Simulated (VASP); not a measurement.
# AlGa2P3 (Immm) in VASP: relaxation of cell and atoms with PBEsol

Aim: the relaxation of cell and atoms of AlGa2P3 with PBEsol.

Program: VASP 6.6.1. These are calculated values, not measurements. Logs are shortened: lines on timing, memory, paths and dates and some standing lists are left out, and cuts for length are marked.

## 1. The cell of the first run

It takes space group Immm (No. 71, orthorhombic). The conventional cell has a = 3.964 Å, b = 5.613 Å, c = 12.011 Å, α = 90.00°, β = 90.00°, γ = 90.00°. Al (site symmetry mmm) has 6 P at 2.81 to 2.82 Å within 3.7 Å. Ga (site symmetry mm2) has 6 P at 2.80 to 2.84 Å within 3.7 Å. P (site symmetry mmm) has 4 Ga at 2.80 Å and 2 Al at 2.81 Å within 3.7 Å. P (site symmetry mm2) has 4 Ga at 2.81 to 2.84 Å and 2 Al at 2.82 Å within 3.7 Å.

## 2. Relaxation of cell and atoms, PBEsol

File INCAR:

```
SYSTEM = AlGa2P3
ALGO     = Normal         ! electronic algorithm
EDIFF    = 1E-7           ! SCF threshold, eV
EDIFFG   = -0.01          ! ionic threshold
ENCUT    = 600            ! plane-wave cutoff, eV
GGA      = PS             ! functional
IBRION   = 2              ! ionic algorithm
ISIF     = 3              ! what is computed and relaxed
ISMEAR   = -1             ! smearing method
LASPH    = .True.         ! aspherical terms in the spheres
LCHARG   = .False.        ! write CHGCAR
LREAL    = .False.        ! projectors in reciprocal space
LWAVE    = .False.        ! write WAVECAR
NELM     = 80             ! most SCF steps
NSW      = 100            ! ionic steps
PREC     = Accurate       ! precision mode
SIGMA    = 0.03           ! smearing width, eV
```

File KPOINTS:

```
k-points
0
Gamma
  6 6 6
  0 0 0
```

File POSCAR:

```
AlGa2P3
1.0
   -1.9819311800      2.8065121100      6.0053162200
    1.9819311800     -2.8065121100      6.0053162200
    1.9819311800      2.8065121100     -6.0053162200
Al Ga P
1 2 3
Direct
    0.0000000000      0.0000000000      0.0000000000
    0.6641442600      0.6641442600      0.0000000000
    0.3358557400      0.3358557400      0.0000000000
    0.5000000000      0.0000000000      0.5000000000
    0.1667561500      0.6667561500      0.5000000000
    0.8332438500      0.3332438500      0.5000000000
```

Potentials or basis: VASP PAW PBE potentials, release 64 (Al, Ga_d, P).

Run with:

```sh
$ cat potpaw_PBE.64/Al/POTCAR potpaw_PBE.64/Ga_d/POTCAR potpaw_PBE.64/P/POTCAR > POTCAR
$ mpirun -np 1 vasp_std > vasp.out
```

OUTCAR:

```text
SYSTEM = AlGa2P3
   EDIFF = 1E-7
   EDIFFG = -0.01
   ENCUT = 600
   GGA = PS
   IBRION = 2
   ISIF = 3
   ISMEAR = -1
   LASPH = .True.
   LREAL = .False.
   NELM = 80
   NSW = 100
   PREC = Accurate

 ion  position               nearest neighbor table
   1  0.000  0.000  0.000-   4 2.81   4 2.81   5 2.82   6 2.82   6 2.82   5 2.82
   2  0.664  0.664  0.000-   4 2.80   4 2.80   5 2.81   5 2.81   6 2.84   6 2.84
   3  0.336  0.336  0.000-   4 2.80   4 2.80   6 2.81   6 2.81   5 2.84   5 2.84
   4  0.500  0.000  0.500-   2 2.80   3 2.80   2 2.80   3 2.80   1 2.81   1 2.81
   5  0.167  0.667  0.500-   2 2.81   2 2.81   1 2.82   1 2.82   3 2.84   3 2.84
   6  0.833  0.333  0.500-   3 2.81   3 2.81   1 2.82   1 2.82   2 2.84   2 2.84

  LATTYP: Found a body centered orthorhombic cell.
 ALAT       =     3.9638623600
 B/A-ratio  =     1.4160492243
 C/A-ratio  =     3.0300326674

  Lattice vectors:

 A1 = (  -1.9819311800,   2.8065121100,   6.0053162200)
 A2 = (   1.9819311800,  -2.8065121100,   6.0053162200)
 A3 = (   1.9819311800,   2.8065121100,  -6.0053162200)

Analysis of symmetry for initial positions (statically):
=====================================================================
 Subroutine PRICEL returns:
 Original cell was already a primitive cell.

 Routine SETGRP: Setting up the symmetry group for a
 body centered orthorhombic supercell.

 Subroutine GETGRP returns: Found  8 space group operations
 (whereof  8 operations were pure point group operations)
 out of a pool of  8 trial point group operations.

The static configuration has the point symmetry D_2h.

Analysis of symmetry for dynamics (positions and initial velocities):
=====================================================================
 Subroutine PRICEL returns:
 Original cell was already a primitive cell.

 Routine SETGRP: Setting up the symmetry group for a
 body centered orthorhombic supercell.

 Subroutine GETGRP returns: Found  8 space group operations
 (whereof  8 operations were pure point group operations)
 out of a pool of  8 trial point group operations.

The dynamic configuration has the point symmetry D_2h.

 Subroutine INISYM returns: Found  8 space group operations
 (whereof  8 operations are pure point group operations),
 and found     1 'primitive' translations

----------------------------------------------------------------------------------------

                                     Primitive cell

  volume of cell :     133.6138

  direct lattice vectors                    reciprocal lattice vectors
    -1.981931180  2.806512110  6.005316220     0.000000000  0.178157079  0.083259562
     1.981931180 -2.806512110  6.005316220     0.252279194  0.000000000  0.083259562
     1.981931180  2.806512110 -6.005316220     0.252279194  0.178157079  0.000000000

  length of vectors
     6.918698167  6.918698167  6.918698167     0.196652230  0.265663220  0.308844194

  position of ions in fractional coordinates (direct lattice)
     0.000000000  0.000000000  0.000000000
     0.664144260  0.664144260  0.000000000
     0.335855740  0.335855740  0.000000000
     0.500000000  0.000000000  0.500000000
     0.166756150  0.666756150  0.500000000
     0.833243850  0.333243850  0.500000000

  ion indices of the primitive-cell ions
   primitive index   ion index
                 1           1
                 2           2
                 3           3
                 4           4
                 5           5
                 6           6

----------------------------------------------------------------------------------------

 KPOINTS: k-points

Automatic generation of k-mesh.
 Grid dimensions read from file:
 generate k-points for:    6    6    6

 Generating k-lattice:

  Cartesian coordinates                     Fractional coordinates (reciprocal lattice)
     0.000000000  0.029692847  0.013876594     0.166666667 -0.000000000  0.000000000
     0.042046532  0.000000000  0.013876594    -0.000000000  0.166666667  0.000000000
     0.042046532  0.029692847  0.000000000     0.000000000  0.000000000  0.166666667

  Length of vectors
     0.032775372  0.044277203  0.051474032

  Shift w.r.t. Gamma in fractional coordinates (k-lattice)
     0.000000000  0.000000000  0.000000000

 Subroutine IBZKPT returns following result:
 ===========================================

 Found     46 irreducible k-points:

 Following reciprocal coordinates:
            Coordinates               Weight
  0.000000  0.000000  0.000000      1.000000
  0.166667  0.000000  0.000000      4.000000
  0.333333  0.000000  0.000000      4.000000
  0.500000 -0.000000  0.000000      2.000000
  0.000000  0.166667  0.000000      4.000000
  0.166667  0.166667  0.000000      8.000000
[... 16 lines left out ...]
 -0.166667  0.166667  0.166667      2.000000
  0.166667  0.333333  0.166667      4.000000
 [... further k-points ...]
   k-points           NKPTS =     46   k-points in BZ     NKDIM =     46   number of bands    NBANDS=     26
   number of dos      NEDOS =    301   number of ions     NIONS =      6
   total plane-waves  NPLWV = 175616
   dimension x,y,z NGX =    56 NGY =   56 NGZ =   56
   dimension x,y,z NGXF=   112 NGYF=  112 NGZF=  112
   ions per type =               1   2   3
   NGX,Y,Z   is equivalent  to a cutoff of  13.46, 13.46, 13.46 a.u.
   NGXF,Y,Z  is equivalent  to a cutoff of  26.91, 26.91, 26.91 a.u.
 SYSTEM =  AlGa2P3
   PREC   = accura    normal or accurate (medium, high low for compatibility)
   ISTART =      0    job   : 0-new  1-cont  2-samecut
   ICHARG =      2    charge: 1-file 2-atom 10-const
   ISPIN  =      1    spin polarized calculation?
   LNONCOLLINEAR =      F non collinear calculations
   LSORBIT =      F    spin-orbit coupling
   LASPH  =      T    aspherical Exc in radial PAW
   ENCUT  =  600.0 eV  44.10 Ry    6.64 a.u.  13.82 13.82 13.82*2*pi/ulx,y,z
   NELM   =     80;   NELMIN=  2; NELMDL= -5     # of ELM steps
   EDIFF  = 0.1E-06   stopping-criterion for ELM
   LREAL  =      F    real-space projection
   EDIFFG = -.1E-01   stopping-criterion for IOM
   NSW    =    100    number of steps for IOM
   IBRION =      2    ionic relax: 0-MD 1-quasi-New 2-CG
   NFREE  =      1    steps in history (QN), initial steepest desc. (CG)
   ISIF   =      3    stress and relaxation
   ISYM   =      2    0-nonsym 1-usesym 2-fastsym
   POTIM  = 0.5000    time-step for ionic-motion
   TEBEG  =    0.0;   TEEND  =   0.0 temperature during run
   PSTRESS=    0.0 pullay stress
   NELECT =      44.0000    total number of electrons
   NUPDOWN=      -1.0000    fix difference up-down
   EMIN   =  10.00;   EMAX   =-10.00  energy-range for DOS
   EFERMI =   0.00;   METHOD = LEGACY
   ISMEAR =    -1;   SIGMA  =   0.03  broadening in eV -4-tet -1-fermi 0-gaus
   EFERMI_NEDOS =   21; number of points for ismear=-14 and -15
   IALGO  =     38    algorithm
   IMIX   =      4    mixing-type and parameters
     AMIX     =   0.40;   BMIX     =  1.00
     AMIX_MAG =   1.60;   BMIX_MAG =  1.00
  volume/ion in A,a.u.               =      22.27       150.28
  Fermi-wavevector in a.u.,A,eV,Ry     =   1.130512  2.136358 17.389034  1.278058
  Thomas-Fermi vector in A             =   2.267209
   LORBIT       =      0    0 simple, 1 ext, 2 COOP (PROOUT), +10 PAW based schemes
   GGA     = PS    functional components
   LHFCALC =     F    Hartree Fock is set to
   AEXX    =    0.0000 exact exchange contribution
   IVDW    =     0    specifies the selected vdW correction
   LEPSILON=     F    determine dielectric tensor
   LRPA    =     F    only Hartree local field effects (RPA)
 conjugate gradient relaxation of ions
 non-spin polarized calculation
  energy-cutoff  :      600.00
  volume of cell :      133.61
 maximum number of plane-waves:      4488
   NGX = 27   NGY = 27   NGZ = 27

--------------------------------------- Ionic step        1  -------------------------------------------

 number of electron      44.0000005 magnetization

 Free energy of the ion-electron system (eV)
  ---------------------------------------------------
  ext. energy  EPLUGINS =         0.00000000
  ---------------------------------------------------
  free energy    TOTEN  =       -26.69523402 eV

  energy without entropy =      -26.67639942  energy(sigma->0) =      -26.68581672

 E-fermi :   3.8830     XC(G=0):  -9.7278

 val. band max:        3.8808048327   @ k =  -0.3333   0.3333   0.0000
 cond. band min:       3.8874743520   @ k =   0.5000   0.5000   0.0000
 fundamental gap:      0.0066695193
 Fermi energy:         3.8830382343

 k-point     1 :       0.0000    0.0000    0.0000
  band No.  band energies     occupation
      1     -10.6325      2.00000
      2     -10.6072      2.00000
      3     -10.5985      2.00000
      4     -10.5960      2.00000
      5     -10.5844      2.00000
      6     -10.5813      2.00000
[... 685 lines left out ...]
     25       5.2551      0.00000
     26       8.0833      0.00000

 [... further k-points ...]

------------------------ aborting loop because EDIFF is reached ----------------------------------------

  FORCE on cell =-STRESS in cart. coord.  units (eV):
  Direction    XX          YY          ZZ          XY          YZ          ZX
  --------------------------------------------------------------------------------------
  -------------------------------------------------------------------------------------
  Total      -13.0846430    -12.6608119    -12.8049791     -0.0000000      0.0000000      0.0000000
  in kB     -156.8993337   -151.8171292   -153.5458537     -0.0000000      0.0000000      0.0000000
  external PRESSURE =    -154.0874389 kB  Pullay stress =       0.0000000 kB
[... 101 lines left out ...]
  FREE ENERGIE OF THE ION-ELECTRON SYSTEM (eV)
  ---------------------------------------------------
  free  energy   TOTEN  =       -28.9926372880 eV

  energy  without entropy=      -28.9820608347  energy(sigma->0) =      -28.98734906

[... ionic steps 4 to 9 ...]

--------------------------------------- Ionic step       10  -------------------------------------------

 number of electron      43.9999998 magnetization

------------------------ aborting loop because EDIFF is reached ----------------------------------------

  FORCE on cell =-STRESS in cart. coord.  units (eV):
  Direction    XX          YY          ZZ          XY          YZ          ZX
  --------------------------------------------------------------------------------------
  -------------------------------------------------------------------------------------
  Total        0.0495003     -0.0313002      0.0421384     -0.0000000      0.0000000      0.0000000
  in kB        0.8083243     -0.5111228      0.6881066     -0.0000000      0.0000000      0.0000000
  external PRESSURE =       0.3284361 kB  Pullay stress =       0.0000000 kB
[... 65 lines left out ...]
  energy  without entropy=      -28.9981646236  energy(sigma->0) =      -29.00196147

--------------------------------------- Ionic step       12  -------------------------------------------

 number of electron      43.9999999 magnetization

 Free energy of the ion-electron system (eV)
  ---------------------------------------------------
  ext. energy  EPLUGINS =         0.00000000
  ---------------------------------------------------
  free energy    TOTEN  =       -29.00576062 eV

  energy without entropy =      -28.99815128  energy(sigma->0) =      -29.00195595

 E-fermi :   7.0590     XC(G=0): -11.0573

 val. band max:        7.0303807613   @ k =   0.3333  -0.3333   0.3333
 cond. band min:       7.0744228292   @ k =   0.1667   0.0000   0.0000
 fundamental gap:      0.0440420679
 Fermi energy:         7.0590028486

 k-point     1 :       0.0000    0.0000    0.0000
  band No.  band energies     occupation
      1      -7.7860      2.00000
      2      -7.6898      2.00000
      3      -7.6492      2.00000
      4      -7.6454      2.00000
      5      -7.6211      2.00000
      6      -7.6187      2.00000
[... 685 lines left out ...]
     25       8.7393      0.00000
     26      11.7009      0.00000

 [... further k-points ...]

------------------------ aborting loop because EDIFF is reached ----------------------------------------

  FORCE on cell =-STRESS in cart. coord.  units (eV):
  Direction    XX          YY          ZZ          XY          YZ          ZX
  --------------------------------------------------------------------------------------
  -------------------------------------------------------------------------------------
  Total       -0.0175047      0.0311250     -0.0068183     -0.0000000      0.0000000      0.0000000
  in kB       -0.2857505      0.5080910     -0.1113032     -0.0000000      0.0000000      0.0000000
  external PRESSURE =       0.0370124 kB  Pullay stress =       0.0000000 kB
[... 21 lines left out ...]
  FREE ENERGIE OF THE ION-ELECTRON SYSTEM (eV)
  ---------------------------------------------------
  free  energy   TOTEN  =       -29.0057606181 eV

  energy  without entropy=      -28.9981512775  energy(sigma->0) =      -29.00195595

 reached required accuracy - stopping structural energy minimisation
```

It took 24 min on 1 thread of Intel Xeon 6975P-C (Granite Rapids), shared host; peak memory 0.6 GiB.

Results:

| Item | Value |
| --- | --- |
| Free energy | -29.0058 eV |
| Relaxed volume | 16.36 Å³/atom |
| Relaxed cell | a = 6.279 Å, b = 6.279 Å, c = 6.279 Å, α = 147.25°, β = 132.35°, γ = 59.02° |
| Space group after relaxing (to 0.1 Å) | Immm (No. 71) |
| Energy gained by relaxing | 385.1 meV/atom |
| Ionic steps | 12 |
| Pressure after relaxing | 0.0 GPa |
| Largest force after relaxing | 0.010 eV/Å |
| Band gap on the k mesh | zero (bands 22 and 23 overlap by 2.70 eV) |

Forces in eV/Å, atoms in the order of the input:
```
Al   0.000  0.000  0.000
Ga   0.000  0.000  0.010
Ga   0.000  0.000 -0.010
P    0.000  0.000  0.000
P    0.000  0.000 -0.007
P    0.000  0.000  0.007
```

Step by step:
| step | energy change (eV) | largest force (eV/Å) | pressure (GPa) | volume (Å³) |
| --- | --- | --- | --- | --- |
| 1 | 0.0000 | 0.3549 | -15.41 | 133.61 |
| 2 | -2.2860 | 0.2249 | 2.05 | 96.33 |
| 3 | -2.2974 | 0.2068 | 0.07 | 98.12 |
| 4 | -2.2963 | 0.2005 | -0.62 | 98.76 |
| 5 | -2.3018 | 0.1553 | -0.56 | 98.71 |
| 6 | -2.3098 | 0.0145 | -0.43 | 98.58 |
| 7 | -2.3094 | 0.0180 | 0.60 | 97.59 |
| 8 | -2.3105 | 0.0161 | -0.01 | 98.13 |
| 9 | -2.3105 | 0.0161 | 0.07 | 98.10 |
| 10 | -2.3105 | 0.0162 | 0.03 | 98.11 |
| 11 | -2.3105 | 0.0109 | 0.01 | 98.14 |
| 12 | -2.3105 | 0.0098 | 0.00 | 98.15 |

Final structure:
```xyz
6
Lattice="-1.7702 2.5366 5.4645 1.7702 -2.5366 5.4645 1.7702 2.5366 -5.4645" Properties=species:S:1:pos:R:3 pbc="T T T"
Al    0.0000    0.0000    0.0000
Ga    0.0000    0.0000    7.2981
Ga    0.0000    0.0000    3.6310
P     0.0000    2.5366    0.0000
P     1.7702    0.0000    1.7890
P     0.0000    2.5366    3.6756
```

Caveat: the volume moved by over 15 % at a fixed basis, so the end points are rough; the PAW data sets were made with another functional, which shifts forces and pressure a little.

The gap in the log of VASP goes by the Fermi energy; the results here count the filled bands.